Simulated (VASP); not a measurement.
# MnHg (P4/mmm) in VASP: further runs, part 2 of 2

VASP 6.6.1. The steps go on from the part before.

## Step 4: Single point, PBE, collinear spin, ferromagnetic start

INCAR reads:

```
SYSTEM = MnHg
PREC = Accurate
ENCUT = 520
EDIFF = 1E-7
ISMEAR = -1
SIGMA = 0.1
LREAL = .False.
LASPH = .True.
NELM = 150
ALGO = Normal
ISIF = 2
LWAVE = .False.
LCHARG = .False.
ISPIN = 2
MAGMOM = 0 1.52
LORBIT = 11
NUPDOWN = 1.52
LMAXMIX = 4
GGA = PE
NBANDS = 24
```

KPOINTS reads:

```
Automatic mesh
0
Gamma
  9 9 9
  0 0 0
```

POSCAR reads:

```
MnHg
1.0
    3.2880000000      0.0000000000      0.0000000000
    0.0000000000      3.2880000000      0.0000000000
    0.0000000000      0.0000000000      3.3130000000
Hg Mn
1 1
Direct
    0.0000000000      0.0000000000      0.0000000000
    0.5000000000      0.5000000000      0.5000000000
```

Potentials or basis: VASP PAW PBE potentials, release 64 (Hg, Mn_pv).

Command:

```
> cat potpaw_PBE.64/Hg/POTCAR potpaw_PBE.64/Mn_pv/POTCAR > POTCAR
> mpirun -np 1 vasp_std > vasp.out
```

OUTCAR:

```text
SYSTEM = MnHg
   PREC = Accurate
   ENCUT = 520
   EDIFF = 1E-7
   ISMEAR = -1
   LREAL = .False.
   LASPH = .True.
   NELM = 150
   ISIF = 2
   ISPIN = 2
   LORBIT = 11
   NUPDOWN = 1.52
   GGA = PE

 ion  position               nearest neighbor table
   1  0.000  0.000  0.000-   2 2.85   2 2.85   2 2.85   2 2.85   2 2.85   2 2.85   2 2.85   2 2.85

   2  0.500  0.500  0.500-   1 2.85   1 2.85   1 2.85   1 2.85   1 2.85   1 2.85   1 2.85   1 2.85

  LATTYP: Found a simple tetragonal cell.
 ALAT       =     3.2880000000
 C/A-ratio  =     1.0076034063

  Lattice vectors:

 A1 = (   3.2880000000,   0.0000000000,   0.0000000000)
 A2 = (   0.0000000000,   3.2880000000,   0.0000000000)
 A3 = (   0.0000000000,   0.0000000000,   3.3130000000)

Analysis of symmetry for initial positions (statically):
=====================================================================
 Subroutine PRICEL returns:
 Original cell was already a primitive cell.

 Routine SETGRP: Setting up the symmetry group for a
 simple tetragonal supercell.

 Subroutine GETGRP returns: Found 16 space group operations
 (whereof 16 operations were pure point group operations)
 out of a pool of 16 trial point group operations.

The static configuration has the point symmetry D_4h.

Analysis of symmetry for dynamics (positions and initial velocities):
=====================================================================
 Subroutine PRICEL returns:
 Original cell was already a primitive cell.

 Routine SETGRP: Setting up the symmetry group for a
 simple tetragonal supercell.

 Subroutine GETGRP returns: Found 16 space group operations
 (whereof 16 operations were pure point group operations)
 out of a pool of 16 trial point group operations.

The dynamic configuration has the point symmetry D_4h.

Analysis of structural, dynamic, and magnetic symmetry:
=====================================================================
 Subroutine PRICEL returns:
 Original cell was already a primitive cell.

 Routine SETGRP: Setting up the symmetry group for a
 simple tetragonal supercell.

[... 142 lines left out ...]

 Free energy of the ion-electron system (eV)
  ---------------------------------------------------
  ext. energy  EPLUGINS =         0.00000000
  ---------------------------------------------------
  free energy    TOTEN  =        -7.56916500 eV

  energy without entropy =       -7.45465074  energy(sigma->0) =       -7.51190787

 E-fermi :   5.4263     XC(G=0): -11.8082

 val. band max:        5.4088194820   @ k =   0.4444   0.0000   0.0000
 cond. band min:       4.5133633657   @ k =   0.3333   0.2222   0.3333
 fundamental gap:     -0.8954561163
 Fermi energy:         4.5012257545

 spin component 1

 k-point     1 :       0.0000    0.0000    0.0000
  band No.  band energies     occupation
      1     -43.4776      1.00000
      2     -43.4770      1.00000
      3     -43.4770      1.00000
      4      -3.9983      1.00000
      5      -2.7912      1.00000
      6      -2.7778      1.00000
[... 637 lines left out ...]
     23      21.3134      0.00000
     24      25.0566      0.00000

 [... further k-points ...]

 spin component 2

 k-point     1 :       0.0000    0.0000    0.0000
  band No.  band energies     occupation
      1     -41.6769      1.00000
      2     -41.6769      1.00000
      3     -41.6758      1.00000
      4      -4.0448      1.00000
      5      -2.8485      1.00000
      6      -2.8344      1.00000
[... 637 lines left out ...]
     23      21.2815      0.00000
     24      25.1148      0.00000

 [... further k-points ...]
[... 5 lines left out ...]
  --------------------------------------------------------------------------------------
  -------------------------------------------------------------------------------------
  Total       -2.1896316     -2.1896316     -2.1474840      0.0000000      0.0000000      0.0000000
  in kB      -97.9482289    -97.9482289    -96.0628504      0.0000000      0.0000000      0.0000000
  external PRESSURE =     -97.3197694 kB  Pullay stress =       0.0000000 kB

 VOLUME and BASIS-vectors are now :
 -----------------------------------------------------------------------------
  energy-cutoff  :      520.00
  volume of cell :       35.82
      direct lattice vectors                 reciprocal lattice vectors
     3.288000000  0.000000000  0.000000000     0.304136253  0.000000000  0.000000000
     0.000000000  3.288000000  0.000000000     0.000000000  0.304136253  0.000000000
     0.000000000  0.000000000  3.313000000     0.000000000  0.000000000  0.301841232

 POSITION                                       TOTAL-FORCE (eV/Angst)
 -----------------------------------------------------------------------------------
      0.00000      0.00000      0.00000         0.000000      0.000000      0.000000
      1.64400      1.64400      1.65650         0.000000      0.000000      0.000000
 -----------------------------------------------------------------------------------
    total drift:                                0.000000      0.000000     -0.000000

  FREE ENERGIE OF THE ION-ELECTRON SYSTEM (eV)
  ---------------------------------------------------
  free  energy   TOTEN  =        -7.5691649954 eV

  energy  without entropy=       -7.4546507366  energy(sigma->0) =       -7.51190787

 total charge

# of ion       s       p       d       tot
------------------------------------------
    1        0.797   0.490   9.266  10.552
    2        0.224   6.154   5.082  11.460
--------------------------------------------------
tot          1.021   6.644  14.348  22.013

 magnetization (x)

# of ion       s       p       d       tot
------------------------------------------
    1       -0.037  -0.061   0.010  -0.088
    2       -0.002  -0.011   1.689   1.677
--------------------------------------------------
tot         -0.039  -0.072   1.699   1.589
```

OSZICAR:

```text
N       E                     dE             d eps       ncg     rms          rms(c)
DAV:   1     0.235148625284E+03    0.23515E+03   -0.13820E+04  7256   0.117E+03
DAV:   2    -0.797057697751E+00   -0.23595E+03   -0.22529E+03  7480   0.342E+02
DAV:   3    -0.834952655959E+01   -0.75525E+01   -0.75144E+01  8472   0.689E+01
DAV:   4    -0.840355391168E+01   -0.54027E-01   -0.54024E-01  8032   0.551E+00
DAV:   5    -0.840433357973E+01   -0.77967E-03   -0.77965E-03  8768   0.604E-01    0.106E+01
DAV:   6    -0.860818974192E+01   -0.20386E+00   -0.17806E+01  8424   0.259E+01    0.106E+01
DAV:   7    -0.759697099614E+01    0.10112E+01   -0.90583E+00  8712   0.198E+01    0.499E+00
DAV:   8    -0.757152837342E+01    0.25443E-01   -0.19593E-01  7656   0.279E+00    0.240E+00
DAV:   9    -0.756763240120E+01    0.38960E-02   -0.21268E-02  8648   0.102E+00    0.103E+00
DAV:  10    -0.756909366063E+01   -0.14613E-02   -0.10709E-03  7664   0.299E-01    0.807E-02
DAV:  11    -0.756914468689E+01   -0.51026E-04   -0.15948E-04  8608   0.124E-01    0.346E-02
DAV:  12    -0.756916301288E+01   -0.18326E-04   -0.65473E-05  7952   0.531E-02    0.228E-02
DAV:  13    -0.756916430423E+01   -0.12913E-05   -0.33959E-06  8152   0.198E-02    0.106E-02
DAV:  14    -0.756916467375E+01   -0.36952E-06   -0.11330E-06  7928   0.768E-03    0.366E-03
DAV:  15    -0.756916494788E+01   -0.27412E-06   -0.32067E-07  5272   0.328E-03    0.123E-03
DAV:  16    -0.756916499544E+01   -0.47568E-07   -0.45013E-08  4096   0.122E-03
   1 F= -.75691650E+01 E0= -.75119079E+01  d E =-.114514E+00  mag=     1.5200
```

stdout:

```text
POSCAR found type information on POSCAR HgMn
 POSCAR found :  2 types and       2 ions
 scaLAPACK will be used
 LDA part: xc-table for (Slater+PW92), standard interpolation
 POSCAR, INCAR and KPOINTS ok, starting setup
 FFT: planning ... GRIDC
 FFT: planning ... GRID_SOFT
 FFT: planning ... GRID
 WAVECAR not read
 entering main loop
```

Wall time 85 s (1 thread of Oxide Virtual Turin-like, shared host); peak memory 0.19 GiB.

What came out:

```yaml
Free_energy: -7.5692 eV
Pressure: -9.7 GPa
Net_moment: 1.52 μB per cell
Site_moments: Hg -0.09; Mn +1.68 μB
Valence_electrons_inside_the_program's_atomic_spheres: Hg 10.55; Mn 11.46
```

Stress tensor (GPa, compression positive):
```
-9.79  0.00  0.00
 0.00 -9.79  0.00
 0.00  0.00 -9.61
```

Caveat: the cell stands under tension; spin-orbit coupling is left out, which moves the levels of the heavy elements; the total moment is fixed, so each spin has its own Fermi level and the state may be an excited one.

## Step 5: Single point, PBE, collinear spin, ferromagnetic start

INCAR reads:

```
SYSTEM = MnHg
ALGO     = Normal         ! electronic algorithm
EDIFF    = 1E-6           ! SCF threshold, eV
ENCUT    = 520            ! plane-wave cutoff, eV
GGA      = PE             ! functional
ISIF     = 2              ! what is computed and relaxed
ISMEAR   = -1             ! smearing method
ISPIN    = 2              ! spin polarisation
LASPH    = .True.         ! aspherical terms in the spheres
LCHARG   = .False.        ! write CHGCAR
LMAXMIX  = 4              ! l up to which the mixer works
LORBIT   = 11             ! projections on sites
LREAL    = .False.        ! projectors in reciprocal space
LWAVE    = .False.        ! write WAVECAR
MAGMOM   = 0 3.04         ! initial moments
NBANDS   = 24             ! bands
NELM     = 150            ! most SCF steps
NUPDOWN  = 3.04           ! fixed moment
PREC     = Accurate       ! precision mode
SIGMA    = 0.1            ! smearing width, eV
```

KPOINTS reads:

```
k-points
0
Gamma
  9 9 9
  0 0 0
```

POSCAR is that of step 4.

Potentials or basis: VASP PAW PBE potentials, release 64 (Hg, Mn_pv).

Command:

```
> cat potpaw_PBE.64/Hg/POTCAR potpaw_PBE.64/Mn_pv/POTCAR > POTCAR
> mpirun -np 1 vasp_std > vasp.out
```

OUTCAR:

```text
SYSTEM = MnHg
   EDIFF = 1E-6
   ENCUT = 520
   GGA = PE
   ISIF = 2
   ISMEAR = -1
   ISPIN = 2
   LASPH = .True.
   LORBIT = 11
   LREAL = .False.
   NELM = 150
   NUPDOWN = 3.04
   PREC = Accurate

 ion  position               nearest neighbor table
   1  0.000  0.000  0.000-   2 2.85   2 2.85   2 2.85   2 2.85   2 2.85   2 2.85   2 2.85   2 2.85

   2  0.500  0.500  0.500-   1 2.85   1 2.85   1 2.85   1 2.85   1 2.85   1 2.85   1 2.85   1 2.85

  LATTYP: Found a simple tetragonal cell.
 ALAT       =     3.2880000000
 C/A-ratio  =     1.0076034063

  Lattice vectors:

 A1 = (   3.2880000000,   0.0000000000,   0.0000000000)
 A2 = (   0.0000000000,   3.2880000000,   0.0000000000)
 A3 = (   0.0000000000,   0.0000000000,   3.3130000000)

Analysis of symmetry for initial positions (statically):
=====================================================================
 Subroutine PRICEL returns:
 Original cell was already a primitive cell.

 Routine SETGRP: Setting up the symmetry group for a
 simple tetragonal supercell.

 Subroutine GETGRP returns: Found 16 space group operations
 (whereof 16 operations were pure point group operations)
 out of a pool of 16 trial point group operations.

The static configuration has the point symmetry D_4h.

Analysis of symmetry for dynamics (positions and initial velocities):
=====================================================================
 Subroutine PRICEL returns:
 Original cell was already a primitive cell.

 Routine SETGRP: Setting up the symmetry group for a
 simple tetragonal supercell.

 Subroutine GETGRP returns: Found 16 space group operations
 (whereof 16 operations were pure point group operations)
 out of a pool of 16 trial point group operations.

The dynamic configuration has the point symmetry D_4h.

Analysis of structural, dynamic, and magnetic symmetry:
=====================================================================
 Subroutine PRICEL returns:
 Original cell was already a primitive cell.

 Routine SETGRP: Setting up the symmetry group for a
 simple tetragonal supercell.

 Subroutine GETGRP returns: Found 16 space group operations
 (whereof 16 operations were pure point group operations)
 out of a pool of 16 trial point group operations.

The overall configuration has the point symmetry D_4h.

 Subroutine INISYM returns: Found 16 space group operations
 (whereof 16 operations are pure point group operations),
 and found     1 'primitive' translations

----------------------------------------------------------------------------------------

                                     Primitive cell

  volume of cell :      35.8167

  direct lattice vectors                    reciprocal lattice vectors
     3.288000000  0.000000000  0.000000000     0.304136253  0.000000000  0.000000000
     0.000000000  3.288000000  0.000000000     0.000000000  0.304136253  0.000000000
     0.000000000  0.000000000  3.313000000     0.000000000  0.000000000  0.301841232

  length of vectors
     3.288000000  3.288000000  3.313000000     0.304136253  0.304136253  0.301841232

  position of ions in fractional coordinates (direct lattice)
     0.000000000  0.000000000  0.000000000
     0.500000000  0.500000000  0.500000000

  ion indices of the primitive-cell ions
   primitive index   ion index
                 1           1
                 2           2
[... 59 lines left out ...]
   ions per type =               1   1
   NGX,Y,Z   is equivalent  to a cutoff of  12.13, 12.13, 14.05 a.u.
   NGXF,Y,Z  is equivalent  to a cutoff of  24.27, 24.27, 28.10 a.u.
 SYSTEM =  MnHg
   PREC   = accura    normal or accurate (medium, high low for compatibility)
   ISTART =      0    job   : 0-new  1-cont  2-samecut
   ICHARG =      2    charge: 1-file 2-atom 10-const
   ISPIN  =      2    spin polarized calculation?
   LNONCOLLINEAR =      F non collinear calculations
   LSORBIT =      F    spin-orbit coupling
   LASPH  =      T    aspherical Exc in radial PAW
   ENCUT  =  520.0 eV  38.22 Ry    6.18 a.u.   6.11  6.11  6.16*2*pi/ulx,y,z
   NELM   =    150;   NELMIN=  2; NELMDL= -5     # of ELM steps
   EDIFF  = 0.1E-05   stopping-criterion for ELM
   LREAL  =      F    real-space projection
   EDIFFG = 0.1E-04   stopping-criterion for IOM
   NSW    =      0    number of steps for IOM
   IBRION =     -1    ionic relax: 0-MD 1-quasi-New 2-CG
   NFREE  =      0    steps in history (QN), initial steepest desc. (CG)
   ISIF   =      2    stress and relaxation
   ISYM   =      2    0-nonsym 1-usesym 2-fastsym
   POTIM  = 0.5000    time-step for ionic-motion
   TEBEG  =    0.0;   TEEND  =   0.0 temperature during run
   PSTRESS=    0.0 pullay stress
   NELECT =      25.0000    total number of electrons
   NUPDOWN=       3.0400    fix difference up-down
   EMIN   =  10.00;   EMAX   =-10.00  energy-range for DOS
   EFERMI =   0.00;   METHOD = LEGACY
   ISMEAR =    -1;   SIGMA  =   0.10  broadening in eV -4-tet -1-fermi 0-gaus
   EFERMI_NEDOS =   21; number of points for ismear=-14 and -15
   IALGO  =     38    algorithm
   IMIX   =      4    mixing-type and parameters
     AMIX     =   0.40;   BMIX     =  1.00
     AMIX_MAG =   1.60;   BMIX_MAG =  1.00
  volume/ion in A,a.u.               =      17.91       120.85
  Fermi-wavevector in a.u.,A,eV,Ry     =   1.452200  2.744260 28.693127  2.108885
  Thomas-Fermi vector in A             =   2.569610
   LORBIT       =     11    0 simple, 1 ext, 2 COOP (PROOUT), +10 PAW based schemes
   GGA     = PE    functional components
   LHFCALC =     F    Hartree Fock is set to
   AEXX    =    0.0000 exact exchange contribution
   IVDW    =     0    specifies the selected vdW correction
   LEPSILON=     F    determine dielectric tensor
   LRPA    =     F    only Hartree local field effects (RPA)
 spin polarized calculation
  energy-cutoff  :      520.00
  volume of cell :       35.82
 maximum number of plane-waves:       975
   NGX = 13   NGY = 13   NGZ = 13

 number of electron      25.0000001 magnetization       3.0400001

 Free energy of the ion-electron system (eV)
  ---------------------------------------------------
  ext. energy  EPLUGINS =         0.00000000
  ---------------------------------------------------
  free energy    TOTEN  =        -8.32224934 eV

  energy without entropy =       -8.25906345  energy(sigma->0) =       -8.29065639

 E-fermi :   5.7120     XC(G=0): -11.7844

 val. band max:        5.6762542170   @ k =   0.0000   0.0000   0.0000
 cond. band min:       4.8994550251   @ k =   0.4444   0.3333   0.0000
 fundamental gap:     -0.7767991918
 Fermi energy:         4.8978236783

 spin component 1

 k-point     1 :       0.0000    0.0000    0.0000
  band No.  band energies     occupation
      1     -44.0297      1.00000
      2     -44.0163      1.00000
      3     -44.0163      1.00000
      4      -4.0131      1.00000
      5      -2.7278      1.00000
      6      -2.7152      1.00000
[... 637 lines left out ...]
     23      21.3136      0.00000
     24      25.0262      0.00000

 [... further k-points ...]

 spin component 2

 k-point     1 :       0.0000    0.0000    0.0000
  band No.  band energies     occupation
      1     -40.6301      1.00000
      2     -40.6290      1.00000
      3     -40.6290      1.00000
      4      -3.9921      1.00000
      5      -2.7835      1.00000
      6      -2.7684      1.00000
[... 637 lines left out ...]
     23      21.3650      0.00000
     24      25.1971      0.00000

 [... further k-points ...]
[... 5 lines left out ...]
  --------------------------------------------------------------------------------------
  -------------------------------------------------------------------------------------
  Total       -0.7646863     -0.7646863     -0.7319205      0.0000000      0.0000000     -0.0000000
  in kB      -34.2065148    -34.2065148    -32.7408124      0.0000000      0.0000000     -0.0000000
  external PRESSURE =     -33.7179473 kB  Pullay stress =       0.0000000 kB

 VOLUME and BASIS-vectors are now :
 -----------------------------------------------------------------------------
  energy-cutoff  :      520.00
  volume of cell :       35.82
      direct lattice vectors                 reciprocal lattice vectors
     3.288000000  0.000000000  0.000000000     0.304136253  0.000000000  0.000000000
     0.000000000  3.288000000  0.000000000     0.000000000  0.304136253  0.000000000
     0.000000000  0.000000000  3.313000000     0.000000000  0.000000000  0.301841232

 POSITION                                       TOTAL-FORCE (eV/Angst)
 -----------------------------------------------------------------------------------
      0.00000      0.00000      0.00000         0.000000      0.000000      0.000000
      1.64400      1.64400      1.65650         0.000000      0.000000      0.000000
 -----------------------------------------------------------------------------------
    total drift:                                0.000000      0.000000     -0.000000

  FREE ENERGIE OF THE ION-ELECTRON SYSTEM (eV)
  ---------------------------------------------------
  free  energy   TOTEN  =        -8.3222493394 eV

  energy  without entropy=       -8.2590634480  energy(sigma->0) =       -8.29065639

 total charge

# of ion       s       p       d       tot
------------------------------------------
    1        0.804   0.506   9.267  10.576
    2        0.233   6.161   5.057  11.451
--------------------------------------------------
tot          1.037   6.667  14.324  22.028

 magnetization (x)

# of ion       s       p       d       tot
------------------------------------------
    1       -0.057  -0.092   0.024  -0.126
    2        0.007  -0.008   3.190   3.188
--------------------------------------------------
tot         -0.051  -0.100   3.214   3.063
```

Wall time 79 s (1 thread of Oxide Virtual Turin-like, shared host); peak memory 0.19 GiB.

Results:

- Free energy: -8.3222 eV
- Pressure: -3.4 GPa
- Net moment: 3.04 μB per cell
- Site moments: Hg -0.13; Mn +3.19 μB
- Valence electrons inside the program's atomic spheres: Hg 10.58; Mn 11.45

Caveat: the cell stands under tension; spin-orbit coupling is left out, which moves the levels of the heavy elements; the total moment is fixed, so each spin has its own Fermi level and the state may be an excited one.

## Step 6: The runs side by side

| spin | fixed moment (μB) | pressure (GPa) | moment (μB) |
| --- | --- | --- | --- |
| collinear, zero start | 0.0 | -12.7 | 0.00 |
| collinear, ferromagnetic start | - | 1.9 | 3.82 |
| collinear, ferromagnetic start | 1.52 | -9.7 | 1.52 |
| collinear, ferromagnetic start | 3.04 | -3.4 | 3.04 |

Alike in all rows: task single point; level PBE; potentials or basis VASP PAW PBE potentials, release 64 (Hg, Mn_pv); cell as given; k mesh 9 × 9 × 9; cutoff (eV) 520; smearing fermi-dirac 0.1 eV.

Caveats: spin-orbit coupling is left out, which moves the levels of the heavy elements; the cell stands under tension (at least some runs); the total moment is fixed, so each spin has its own Fermi level and the state may be an excited one (at least some runs); the total moment is fixed, so each spin has its own Fermi level (at least some runs).

Absolute energies hang on the potentials; compare differences alone.
